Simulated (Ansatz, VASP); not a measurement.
**MoS in VASP and in Ansatz**

INCAR

```
ALGO     = Normal         # electronic algorithm
EDIFF    = 1E-7           # SCF threshold, eV
EDIFFG   = -0.01          # ionic threshold
ENCUT    = 600            # plane-wave cutoff, eV
GGA      = PE             # functional
IBRION   = 2              # ionic algorithm
ISIF     = 3              # what is computed and relaxed
ISMEAR   = 0              # smearing method
ISPIN    = 2              # spin polarisation
LASPH    = True           # aspherical terms in the spheres
LCHARG   = False          # write CHGCAR
LMAXMIX  = 4              # l up to which the mixer works
LORBIT   = 11             # projections on sites
LREAL    = False          # projectors in reciprocal space
LWAVE    = False          # write WAVECAR
MAGMOM   = 0.43 0         # initial moments
NELM     = 150            # most SCF steps
NSW      = 100            # ionic steps
PREC     = Accurate       # precision mode
SIGMA    = 0.1            # smearing width, eV
```

Contents of KPOINTS:

```
k-points
0
Gamma
  20 20 20
```

POSCAR

```
MoS
1.0
    0.0000000000      2.4806248472      2.4806248472
    2.4806248472      0.0000000000      2.4806248472
    2.4806248472      2.4806248472      0.0000000000
Mo S
1 1
Direct
    0.0000000000      0.0000000000      0.0000000000
    0.5000000000      0.5000000000      0.5000000000
```

Input for Ansatz:

```yaml
crystal:
  lattice:
    - [0.0, 2.4806248472, 2.4806248472]
    - [2.4806248472, 0.0, 2.4806248472]
    - [2.4806248472, 2.4806248472, 0.0]
  atoms:
    - { symbol: Mo, position: [0.0, 0.0, 0.0], spin: 0.43 }
    - { symbol: S, position: [0.5, 0.5, 0.5] }
basis:
  ecutwfc: 420
kpoints:
  mp_grid: { grid: [20, 20, 20] }
hamiltonian:
  xc: pbe
scf:
  occupations: { method: gaussian, width: 0.1 }
output:
  forces: true
  stress: true
  eigenvalues: true
  populations: true
magnetization:
  spin_polarized: true
relax:
  adjacent_minimum: "off"
  f_tol: 0.01
  max_steps: 80
  cell: { stress_tol: 0.05 }
```

Alike in both runs: task relaxation of cell and atoms; functional PBE; k mesh 20 × 20 × 20; occupations gaussian, width 0.1 eV; collinear spin.

|  | VASP | Ansatz |
| --- | --- | --- |
| version | VASP 6.6.1 | Ansatz 0.2.0 |
| potentials or method | VASP PAW PBE potentials, release 64 (Mo_sv, S), cutoff 600 eV | scalar-relativistic, plane waves, PAW |
| valence electrons in the cell | 20 | 20 |

```csv
,VASP,Ansatz,Ansatz less VASP
"gap on the k mesh at the Fermi level, each at its own relaxed structure (eV)",none,none,-
net moment per atom (μB),0.00,0.00,0.000
relaxed volume (Å³/atom),15.23,15.22,-0.010
relaxed length of the cell vector where the two differ most in proportion (Å),3.505,3.505,-0.0007
```

A gap of «none» marks a metal or a gap that the smearing closes. Ansatz's warnings: seeded moment not kept.
